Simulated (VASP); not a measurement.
**Ni: single point with r2SCAN**

Ni:

```
Ni
1.0
     2.29210    0.00000    0.00000
     0.00000    2.29210    0.00000
     0.00000    0.00000    2.29210
Ni
1
Direct
  0.00000 0.00000 0.00000
```

This isn't the form of Ni at room conditions, which is fcc.

```
Program                : VASP 6.6.1
Task                   : single point
Functional             : r2SCAN
Potentials or basis    : VASP PAW PBE potentials, release 64 (Ni)
Cutoff                 : 520 eV
k mesh                 : 14 × 14 × 14
Occupations            : fermi-dirac, width 0.1 eV
Spin                   : no spin polarisation
Dipole correction      : no
Further INCAR settings : ALGO = Normal; EDIFF = 1e-06; NBANDS = 11
```

```json
{
 "Pressure": "0.4 GPa",
 "Band gap on the k mesh": "zero (bands 5 and 6 overlap by 1.52 eV)"
}
```

Levels at points of the mesh, in eV from the Fermi level:
```csv
k point,band 3,band 4,band 5,band 6,band 7,band 8
"(0.00, 0.00, 0.00)",-3.53,0.02,0.02,0.02,21.05,21.05
"(0.50, 0.00, 0.00)",-1.13,-1.13,-1.05,0.12,4.32,26.01
"(0.50, 0.50, 0.00)",-0.89,-0.89,0.91,5.69,5.69,12.17
"(0.50, 0.50, 0.50)",-3.24,0.97,0.97,12.88,12.88,12.88
```

It took 98 s on 1 thread of Intel Xeon 8259CL (shared host), peak memory 0.13 GiB.

Caveat: the PAW data sets were made with another functional, which shifts forces and pressure a little; the run has no spin polarisation, though such a crystal can be magnetic. Spin polarisation is off, so any magnetic state and its effect on volume and gap are missing.
